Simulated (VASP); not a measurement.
Crystal: Al.

```
Al
1.0
     2.48724   -1.40119    0.00000
     2.48724    1.40119    0.00000
    -0.07825    0.00000   11.88647
Al
5
Direct
  0.65900 0.65900 0.80173
  0.00000 0.00000 0.00000
  0.34100 0.34100 0.19827
  0.67511 0.67511 0.39853
  0.32489 0.32489 0.60147
```

```yaml
Program: VASP 6.6.1
Task: relaxation of cell and atoms
Functional: PBE
Potentials_or_basis: VASP PAW PBE potentials, release 64 (Al)
Cutoff: 600 eV
k_mesh: 16 × 16 × 4
Occupations: gaussian, width 0.1 eV
Spin: no spin polarisation
```

At the start: pressure 0.0 GPa; volume 16.57 Å³/atom.

Question: Where does the relaxation end?

Answer: Over 23 steps the energy falls by 2.2 meV/atom; space group C2/m (No. 12, to 0.1 Å) before, P-3m1 (No. 164, to 0.1 Å).

The path:
| step | energy change (eV) | largest force (eV/Å) | pressure (GPa) | volume (Å³) |
| --- | --- | --- | --- | --- |
| 1 | 0.0000 | 0.0247 | 0.03 | 82.85 |
| 2 | -0.0057 | 0.0254 | -0.05 | 82.89 |
| 3 | -0.0067 | 0.0213 | -0.17 | 82.97 |
| 4 | -0.0090 | 0.0234 | -0.14 | 82.95 |
| 5 | -0.0091 | 0.0240 | -0.12 | 82.94 |
| 6 | -0.0091 | 0.0239 | -0.13 | 82.94 |
| 7 | -0.0094 | 0.0223 | 0.05 | 82.74 |
| 8 | -0.0095 | 0.0216 | 0.15 | 82.63 |
| 9 | -0.0097 | 0.0199 | 0.09 | 82.69 |
| 10 | -0.0098 | 0.0184 | 0.02 | 82.76 |
| 11 | -0.0099 | 0.0167 | -0.02 | 82.81 |
| 12 | -0.0101 | 0.0128 | -0.15 | 82.94 |
| 13 | -0.0102 | 0.0131 | -0.12 | 82.90 |
| 14 | -0.0103 | 0.0142 | -0.01 | 82.78 |
| 15 | -0.0103 | 0.0174 | 0.21 | 82.55 |
| 16 | -0.0104 | 0.0155 | 0.09 | 82.68 |
| 17 | -0.0104 | 0.0149 | 0.08 | 82.69 |
| 18 | -0.0106 | 0.0135 | 0.07 | 82.70 |
| 19 | -0.0105 | 0.0141 | 0.05 | 82.73 |
| 20 | -0.0106 | 0.0124 | 0.06 | 82.71 |
| 21 | -0.0107 | 0.0102 | -0.04 | 82.83 |
| 22 | -0.0107 | 0.0095 | -0.08 | 82.87 |
| 23 | -0.0108 | 0.0072 | -0.03 | 82.81 |

Final structure:
```cif
data_structure
_symmetry_space_group_name_H-M 'P 1'
_symmetry_Int_Tables_number 1
_cell_length_a 2.8514
_cell_length_b 2.8514
_cell_length_c 11.7605
_cell_angle_alpha 90.063
_cell_angle_beta 90.063
_cell_angle_gamma 60.003
_cell_volume 82.81
loop_
_atom_site_label
_atom_site_type_symbol
_atom_site_fract_x
_atom_site_fract_y
_atom_site_fract_z
_atom_site_occupancy
Al1 Al 0.66491 0.66491 0.80140 1
Al2 Al 0.00000 0.00000 0.00000 1
Al3 Al 0.33509 0.33509 0.19860 1
Al4 Al 0.66705 0.66705 0.39894 1
Al5 Al 0.33295 0.33295 0.60106 1
```

Caveat: the highest band is partly filled, so the run has too few bands.
